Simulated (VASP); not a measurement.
# NiO (Fm-3m) in VASP: further runs

The runs below take NiO through single point, relaxation of cell and atoms, with PBE+D3(BJ), PBE+D4, BLYP.

Program: VASP 6.6.1. These are calculated values, not measurements. Logs are shortened: lines on timing, memory, paths and dates and some standing lists are left out, and cuts for length are marked.

**What was measured.**

“Local correlations, non-local screening, multiplets, and band formation in NiO”, 2012, arxiv:1210.6675 quotes, for a bulk crystal of NiO: band gap 4.3 eV.

The results are compared with them further down.

## (1) The cell of the first run

The structure is cubic, space group Fm-3m (No. 225). The conventional cell has a = 4.192 Å, b = 4.192 Å, c = 4.192 Å, α = 90.00°, β = 90.00°, γ = 90.00°. Within 2.8 Å of Ni (site symmetry m-3m) lie 6 O at 2.10 Å. Within 2.8 Å of O (site symmetry m-3m) lie 6 Ni at 2.10 Å.

## (2) Single point, PBE+D3(BJ), collinear spin, ferromagnetic start

INCAR

```
SYSTEM = NiO
PREC = Accurate ; ENCUT = 520
EDIFF = 1E-6 ; ISMEAR = -1
SIGMA = 0.05 ; LREAL = .False.
LASPH = .True. ; NELM = 150
ALGO = Normal ; ISIF = 2
LWAVE = .False. ; LCHARG = .True.
ISPIN = 2 ; MAGMOM = 1 0
LORBIT = 11 ; LMAXMIX = 4
GGA = PE ; IVDW = 12
LELF = .True. ; LVHAR = .True.
NBANDS = 19
```

KPOINTS

```
regular mesh
0
Gamma
  11 11 11
  0 0 0
```

POSCAR

```
NiO
1.0
    0.0000000000      2.0957694020      2.0957694020
    2.0957694020      0.0000000000      2.0957694020
    2.0957694020      2.0957694020      0.0000000000
Ni O
1 1
Direct
    0.0000000000      0.0000000000      0.0000000000
    0.5000000000      0.5000000000      0.5000000000
```

Potentials or basis: VASP PAW PBE potentials, release 64 (Ni, O).

Command:

```
$ cat potpaw_PBE.64/Ni/POTCAR potpaw_PBE.64/O/POTCAR > POTCAR
$ mpirun -np 1 vasp_std > vasp.out
```

OUTCAR:

```text
SYSTEM = NiO
   PREC = Accurate
   ENCUT = 520
   EDIFF = 1E-6
   ISMEAR = -1
   LREAL = .False.
   LASPH = .True.
   NELM = 150
   ISIF = 2
   ISPIN = 2
   LORBIT = 11
   GGA = PE
   IVDW = 12
 IVDW          = 12

 ion  position               nearest neighbor table
   1  0.000  0.000  0.000-   2 2.10   2 2.10   2 2.10   2 2.10   2 2.10   2 2.10
   2  0.500  0.500  0.500-   1 2.10   1 2.10   1 2.10   1 2.10   1 2.10   1 2.10

  LATTYP: Found a face centered cubic cell.
 ALAT       =     4.1915388040

  Lattice vectors:

 A1 = (   0.0000000000,   2.0957694020,   2.0957694020)
 A2 = (   2.0957694020,   0.0000000000,   2.0957694020)
 A3 = (   2.0957694020,   2.0957694020,   0.0000000000)

Analysis of symmetry for initial positions (statically):
=====================================================================
 Subroutine PRICEL returns:
 Original cell was already a primitive cell.

 Routine SETGRP: Setting up the symmetry group for a
 face centered cubic supercell.

 Subroutine GETGRP returns: Found 48 space group operations
 (whereof 48 operations were pure point group operations)
 out of a pool of 48 trial point group operations.

The static configuration has the point symmetry O_h .

Analysis of symmetry for dynamics (positions and initial velocities):
=====================================================================
 Subroutine PRICEL returns:
 Original cell was already a primitive cell.

 Routine SETGRP: Setting up the symmetry group for a
 face centered cubic supercell.

 Subroutine GETGRP returns: Found 48 space group operations
 (whereof 48 operations were pure point group operations)
 out of a pool of 48 trial point group operations.

The dynamic configuration has the point symmetry O_h .

Analysis of structural, dynamic, and magnetic symmetry:
=====================================================================
 Subroutine PRICEL returns:
 Original cell was already a primitive cell.

 Routine SETGRP: Setting up the symmetry group for a
 face centered cubic supercell.

 Subroutine GETGRP returns: Found 48 space group operations
 (whereof 48 operations were pure point group operations)
 out of a pool of 48 trial point group operations.

The overall configuration has the point symmetry O_h .

 Subroutine INISYM returns: Found 48 space group operations
 (whereof 48 operations are pure point group operations),
 and found     1 'primitive' translations

----------------------------------------------------------------------------------------

                                     Primitive cell
[... 114 lines left out ...]
  Thomas-Fermi vector in A             =   2.665229
   LORBIT       =     11    0 simple, 1 ext, 2 COOP (PROOUT), +10 PAW based schemes
   GGA     = PE    functional components
   LHFCALC =     F    Hartree Fock is set to
   AEXX    =    0.0000 exact exchange contribution
   IVDW    =    12    specifies the selected vdW correction
   LEPSILON=     F    determine dielectric tensor
   LRPA    =     F    only Hartree local field effects (RPA)
 spin polarized calculation
  energy-cutoff  :      520.00
  volume of cell :       18.41
 maximum number of plane-waves:       531
 NGX is ok and might be reduce to    24
   NGX = 11   NGY = 11   NGZ = 11

 number of electron      16.0000008 magnetization       1.7247338

 Free energy of the ion-electron system (eV)
  ---------------------------------------------------
  ext. energy  EPLUGINS =         0.00000000
  ---------------------------------------------------
  free energy    TOTEN  =       -11.48025655 eV

  energy without entropy =      -11.46930745  energy(sigma->0) =      -11.47478200

 E-fermi :   7.7278     XC(G=0): -12.6168

 val. band max:        7.7185885436   @ k =   0.3636   0.2727   0.0000
 cond. band min:       7.7465304664   @ k =   0.4545   0.0909   0.0000
 fundamental gap:      0.0279419228
 Fermi energy:         7.7278435103

 spin component 1

 k-point     1 :       0.0000    0.0000    0.0000
  band No.  band energies     occupation
      1     -12.5267      1.00000
      2       4.6431      1.00000
      3       4.6431      1.00000
      4       4.7893      1.00000
      5       4.7893      1.00000
      6       4.7893      1.00000
[... 517 lines left out ...]
     18      38.4746      0.00000
     19      39.6032      0.00000

 [... further k-points ...]

 spin component 2

 k-point     1 :       0.0000    0.0000    0.0000
  band No.  band energies     occupation
      1     -12.0994      1.00000
      2       5.2829      1.00000
      3       5.2829      1.00000
      4       5.2829      1.00000
      5       5.9238      1.00000
      6       5.9240      1.00000
[... 517 lines left out ...]
     18      38.8786      0.00000
     19      39.8065      0.00000

 [... further k-points ...]

------------------------ aborting loop because EDIFF is reached ----------------------------------------

 Edisp (eV)   -0.52710

 E8    (eV) :    -0.2003

  FORCE on cell =-STRESS in cart. coord.  units (eV):
  Direction    XX          YY          ZZ          XY          YZ          ZX
  --------------------------------------------------------------------------------------
  -------------------------------------------------------------------------------------
  Total      -0.10544    -0.10544    -0.10544     0.00000     0.00000     0.00000
  in kB      -9.17600    -9.17600    -9.17600     0.00000     0.00000     0.00000
  external pressure =       -9.18 kB  Pullay stress =        0.00 kB

 VOLUME and BASIS-vectors are now :
 -----------------------------------------------------------------------------
  energy-cutoff  :      520.00
  volume of cell :       18.41
      direct lattice vectors                 reciprocal lattice vectors
     0.000000000  2.095769402  2.095769402    -0.238575866  0.238575866  0.238575866
     2.095769402  0.000000000  2.095769402     0.238575866 -0.238575866  0.238575866
     2.095769402  2.095769402  0.000000000     0.238575866  0.238575866 -0.238575866

 POSITION                                       TOTAL-FORCE (eV/Angst)
 -----------------------------------------------------------------------------------
      0.00000      0.00000      0.00000        -0.000000     -0.000000     -0.000000
      2.09577      2.09577      2.09577         0.000000      0.000000      0.000000
 -----------------------------------------------------------------------------------
    total drift:                                0.000000     -0.000000     -0.000000

  FREE ENERGIE OF THE ION-ELECTRON SYSTEM (eV)
  ---------------------------------------------------
  free  energy   TOTEN  =       -12.0073542590 eV

  energy  without entropy=      -11.9964051565  energy(sigma->0) =      -12.00187971

 total charge

# of ion       s       p       d       tot
------------------------------------------
    1        0.328   0.396   8.242   8.967
    2        1.557   3.417   0.000   4.973
--------------------------------------------------
tot          1.885   3.813   8.242  13.940

 magnetization (x)

# of ion       s       p       d       tot
------------------------------------------
    1        0.011   0.015   1.395   1.422
    2        0.028   0.233   0.000   0.261
--------------------------------------------------
tot          0.039   0.248   1.395   1.682
```

Run time: 34 s. Hardware: 1 thread of Intel Xeon Platinum 8259CL at 2.50GHz (Skylake/Cascade Lake), shared host; peak memory 0.17 GiB.

What came out:

```
Free energy                                           : -12.0074 eV
Pressure                                              : -0.9 GPa
Net moment                                            : 1.72 μB per cell
Site moments                                          : Ni +1.42; O +0.26 μB
Valence electrons inside the program's atomic spheres : Ni 8.97; O 4.97
Dispersion energy per atom                            : -0.264 eV
```

Levels at points of the mesh, in eV from the Fermi level:
Spin up:
| k point | band 6 | band 7 | band 8 | band 9 | band 10 | band 11 | band 12 | band 13 |
| --- | --- | --- | --- | --- | --- | --- | --- | --- |
| (0.00, 0.00, 0.00) | -2.94 | -2.60 | -2.60 | -2.60 | 1.49 | 17.83 | 18.86 | 18.86 |
Spin down:
```
           k point  band 5  band 6  band 7  band 8  band 9  band 10
(0.00, 0.00, 0.00)   -1.80   -1.80   -1.80   -0.58   -0.58     1.83
```

Caveat: a cell with one magnetic atom can't hold antiferromagnetic order, which such compounds often take; semilocal functionals often make such compounds metallic where correlation or magnetic order opens a gap, which also shifts bond lengths; pairwise dispersion overbinds metals, which lowers pressure and volume.

(Continued in part 2 of 2.)
